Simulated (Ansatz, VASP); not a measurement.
**One calculation of Hf4Br, two programs**

```
Hf Br
1.0
     3.63745    0.00000    0.00000
     0.00000    3.63745    0.00000
     0.00000    0.00000    9.50954
Hf Br
4 1
Cartesian
  0.0000 0.0000 4.7548
  1.8187 1.8187 0.0000
  1.8187 1.8187 6.4314
  1.8187 1.8187 3.0782
  0.0000 0.0000 0.0000
```

Alike in both runs: task relaxation of cell and atoms; functional PBE; k mesh 6 × 6 × 2; occupations gaussian, width 0.1 eV; no spin polarisation.

|  | VASP | Ansatz |
| --- | --- | --- |
| version | VASP 6.6.1 | Ansatz 0.2.0 |
| potentials or method | VASP PAW PBE potentials, release 64 (Hf_pv, Br), cutoff 600 eV | scalar-relativistic, plane waves, PAW |
| valence electrons in the cell | 47 | 111 |

```csv
,VASP,Ansatz,Ansatz less VASP
"gap on the k mesh at the Fermi level, each at its own relaxed structure (eV)",none,none,-
relaxed volume (Å³/atom),25.09,25.20,+0.117
relaxed length of the cell vector where the two differ most in proportion (Å),3.669,3.679,+0.0103
```

A gap of «none» marks a metal or a gap that the smearing closes. VASP's potentials hold 47 valence electrons a cell and Ansatz's 111, so a difference there can come from the potentials and not from the codes.

Neither program's run includes spin-orbit coupling.
